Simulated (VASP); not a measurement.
## Li: single point with PBE

Li:

```xyz
1
Lattice="0.0000 2.1324 2.1324 2.1324 0.0000 2.1324 2.1324 2.1324 0.0000" Properties=species:S:1:pos:R:3 pbc="T T T"
Li    0.0000    0.0000    0.0000
```

This isn't the form of Li at room conditions, which is bcc.

```yaml
Program: VASP 6.6.1
Task: single point
Functional: PBE
Potentials_or_basis: VASP PAW PBE potentials, release 64 (Li_sv)
Cutoff: 520 eV
k_mesh: 18 × 18 × 18
Occupations: gaussian, width 0.05 eV
Spin: no spin polarisation
Dipole_correction: no
Further_INCAR_settings: ALGO = Normal; EDIFF = 1e-06; NBANDS = 8
```

The band gap on the k mesh is zero (an odd number of electrons rules out a gap without spin polarisation).

Levels at points of the mesh, in eV from the Fermi level:
```csv
k point,band 1,band 2,band 3,band 4,band 5,band 6
"(0.00, 0.00, 0.00)",-46.47,-3.63,14.80,14.80,14.80,18.75
"(0.50, 0.00, 0.00)",-46.44,-0.05,3.06,13.02,13.02,17.04
"(0.50, 0.50, 0.00)",-46.44,1.55,4.86,8.68,8.68,10.91
```

Run time: 23 s on 1 thread of Intel Xeon 8259CL, with other jobs on the host, peak memory 0.14 GiB.
